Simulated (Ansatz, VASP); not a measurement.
## Co: VASP beside Ansatz

```
Co
1.0
     2.47200    0.00000    0.00000
    -1.23600    2.14081    0.00000
     0.00000    0.00000    4.02114
Co
2
Direct
  0.33333 0.66667 0.25000
  0.66667 0.33333 0.75000
```

Alike in both runs: task single point; functional PBEsol; k mesh 9 × 9 × 4; occupations gaussian, width 0.1 eV; collinear spin.

|  | VASP | Ansatz |
| --- | --- | --- |
| version | VASP 6.6.1 | Ansatz 0.2.0 |
| potentials or method | VASP PAW PBE potentials, release 64 (Co), cutoff 600 eV | scalar-relativistic, plane waves, PAW |
| valence electrons in the cell | 18 | 34 |

```tsv
	VASP	Ansatz	Ansatz less VASP
gap on the k mesh at the Fermi level (eV)	none	none	-
pressure (GPa)	-7.6	-6.7	+0.98
traceless stress, the component that is largest in VASP (GPa)	-0.72	-0.62	+0.101
net moment per atom (μB)	1.54	1.55	+0.008
size of the moment on the site where the two differ most (μB)	1.55	1.61	+0.062
```

VASP's potentials were made for PBE, not for PBEsol. Site moments also hang on the region over which each program counts them. A gap of «none» marks a metal or a gap that the smearing closes. VASP's potentials hold 18 valence electrons a cell and Ansatz's 34, so a difference there can come from the potentials and not from the codes.

The k mesh is coarse, so the values compare programs but aren't converged.
